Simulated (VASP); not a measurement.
Input of a VASP 6.6.1 run:

File POSCAR:

```
AlP
1.0
    0.0000000000      2.7391971586      2.7391971586
    2.7391971586      0.0000000000      2.7391971586
    2.7391971586      2.7391971586      0.0000000000
Al P
1 1
Direct
    0.0000000000      0.0000000000      0.0000000000
    0.2500000000      0.2500000000      0.2500000000
```

The input INCAR.step1:

```
PREC = Accurate
ENCUT = 550
ISMEAR = 0
SIGMA = 0.02
LREAL = F
LASPH = T
NELM = 120
NBANDS = 11
GGA = PE
ALGO = Normal
EDIFF = 1E-5
LWAVE = T
LCHARG = F
GGA_COMPAT = F
```

Contents of INCAR.step2:

```
PREC = Accurate
ENCUT = 550
EDIFF = 1E-6
ISMEAR = 0
SIGMA = 0.02
LREAL = F
LASPH = T
NELM = 120
ALGO = Normal
ISIF = 2
LWAVE = F
LCHARG = T
METAGGA = R2SCAN
LMIXTAU = T
LELF = T
LVHAR = T
NBANDS = 11
ISTART = 1
GGA_COMPAT = F
```

File KPOINTS:

```
regular mesh
0
Gamma
  8 8 8
```

Potentials or basis: VASP PAW PBE potentials, release 64 (Al, P).

Launch:

```bash
$ cat potpaw_PBE.64/Al/POTCAR potpaw_PBE.64/P/POTCAR > POTCAR
$ cp INCAR.step1 INCAR
$ mpirun -np 1 vasp_std > vasp.out
$ cp INCAR.step2 INCAR
$ mpirun -np 1 vasp_std > vasp.out
```

Question: What does it give for the pressure?

Answer: -0.3 GPa.

Question: Estimate the band gap on the k mesh.

Answer: 1.93 eV (least direct gap 3.91 eV).

Caveat: the PAW data sets were made with another functional, which shifts forces and pressure a little. A k mesh can miss the band edges.
